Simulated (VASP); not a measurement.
K2CuBr2F2: single point with r2SCAN

K2CuBr2F2:

```
CELL_PARAMETERS angstrom
5.02931 0.00000 0.00000
0.00000 5.02931 0.00000
0.00000 0.00000 6.63486
ATOMIC_POSITIONS crystal
Br 0.50000 0.00000 0.00000
Br 0.00000 0.50000 0.00000
Cu 0.00000 0.00000 0.00000
K 0.50000 0.00000 0.50000
K 0.00000 0.50000 0.50000
F 0.50000 0.50000 0.50000
F 0.00000 0.00000 0.50000
```

| Item | Value |
| --- | --- |
| Program | VASP 6.6.1 |
| Task | single point |
| Functional | r2SCAN |
| Potentials or basis | VASP PAW PBE potentials, release 64 (Br, Cu, K_sv, F) |
| Cutoff | 520 eV |
| k mesh | 5 × 5 × 4 |
| Occupations | gaussian, width 0.1 eV |
| Spin | no spin polarisation |
| Dipole correction | no |
| Further INCAR settings | ALGO = Normal; EDIFF = 1e-06; NBANDS = 38 |

The pressure is -0.5 GPa and the band gap on the k mesh is zero (an odd number of electrons rules out a gap without spin polarisation).

Stress tensor (GPa, compression positive):
```
-0.92  0.00  0.00
 0.00 -0.92  0.00
 0.00  0.00  0.26
```

Levels at points of the mesh, in eV from the Fermi level:
```tsv
k point	band 27	band 28	band 29	band 30	band 31	band 32
(0.00, 0.00, 0.00)	-0.23	-0.08	-0.08	2.38	6.61	8.24
(0.00, 0.00, 0.50)	-0.28	-0.09	-0.09	2.63	7.42	7.77
```

It took 5.9 min on 1 thread of Intel(R) Xeon(R) Platinum 8559C (Emerald Rapids), on a shared host, peak memory 0.37 GiB.

Caveat: the PAW data sets were made with another functional, which shifts forces and pressure a little; an odd number of electrons without spin polarisation forces a metal; a magnetic or distorted state may lie lower. With open d or f shells a metallic result of r2SCAN can be an artefact of self-interaction; +U or a hybrid may open a gap.
